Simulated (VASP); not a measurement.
A run of VASP 6.6.1 is set up as follows.

INCAR

```
SYSTEM = BaTiO3
PREC = Accurate
ENCUT = 910
EDIFF = 1E-6
ISMEAR = 0
SIGMA = 0.02
LREAL = .FALSE.
LASPH = .TRUE.
NELM = 120
ALGO = Normal
ISIF = 2
LWAVE = .FALSE.
LCHARG = .FALSE.
GGA = PE
NBANDS = 28
GGA_COMPAT = .FALSE.
```

Contents of KPOINTS:

```
regular mesh
0
G
  6 6 6
  0 0 0
```

Contents of POSCAR:

```
BaTiO3
1.0
    2.8630706680      1.6529946209      2.3563003660
   -2.8630706680      1.6529946209      2.3563003660
    0.0000000000     -3.3059892418      2.3563003660
Ba Ti O
1 1 3
Direct
    0.0049545184      0.0049545184      0.0049545184
    0.5191875185      0.5191875185      0.5191875185
    0.4883938476      0.4883938476      0.9777702680
    0.4883938476      0.9777702680      0.4883938476
    0.9777702680      0.4883938476      0.4883938476
```

Potentials or basis: VASP PAW PBE potentials, release 64 (Ba_sv, Ti_sv, O_h).

Run with:

```bash
$ cat potpaw_PBE.64/Ba_sv/POTCAR potpaw_PBE.64/Ti_sv/POTCAR potpaw_PBE.64/O_h/POTCAR > POTCAR
$ mpirun -np 1 vasp_std > vasp.out
```

(1) What does it give for the pressure?

(2) What does it give for the band gap on the k mesh?

Answers

(1) 1.2 GPa.

(2) 2.59 eV, indirect (least direct gap 3.12 eV).

Caveat: the cutoff is under 1.25 times the usual one of these potentials, so pressure, stress and relaxed cells hold a basis-set (Pulay) error; spin-orbit coupling is left out, which moves the levels of the heavy elements.
